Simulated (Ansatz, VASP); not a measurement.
## Mg3Te2O: VASP beside Ansatz

```
Mg Te O
1.0
     7.18018    0.00000    0.00000
    -3.59009    6.21822    0.00000
     0.00000    0.00000    3.96825
Mg Te O
3 2 1
Direct
  0.50000 0.00000 0.50000
  0.50000 0.50000 0.50000
  0.00000 0.50000 0.50000
  0.33333 0.66667 0.00000
  0.66667 0.33333 0.00000
  0.00000 0.00000 0.00000
```

Change from the starting cell: species swapped into the SmAl3Pd2 type (P6/mmm, No. 191).

Alike in both runs: task relaxation of cell and atoms; functional PBE; k mesh 6 × 6 × 10; occupations gaussian, width 0.1 eV; no spin polarisation.

|  | VASP | Ansatz |
| --- | --- | --- |
| version | VASP 6.6.1 | Ansatz 0.2.0 |
| potentials or method | VASP PAW PBE potentials, release 64 (Mg, Te, O), cutoff 600 eV | scalar-relativistic, plane waves, PAW |
| valence electrons in the cell | 24 | 68 |

```tsv
	VASP	Ansatz	Ansatz less VASP
gap on the k mesh at the Fermi level, each at its own relaxed structure (eV)	none	none	-
relaxed volume (Å³/atom)	29.45	29.47	+0.026
relaxed cell length with the largest relative difference (Å)	3.964	3.966	+0.0014
```

A gap of «none» marks a metal or a gap that the smearing closes. VASP's potentials hold 24 valence electrons a cell and Ansatz's 68, so a difference there can come from the potentials and not from the codes.

Spin-orbit coupling is off throughout.
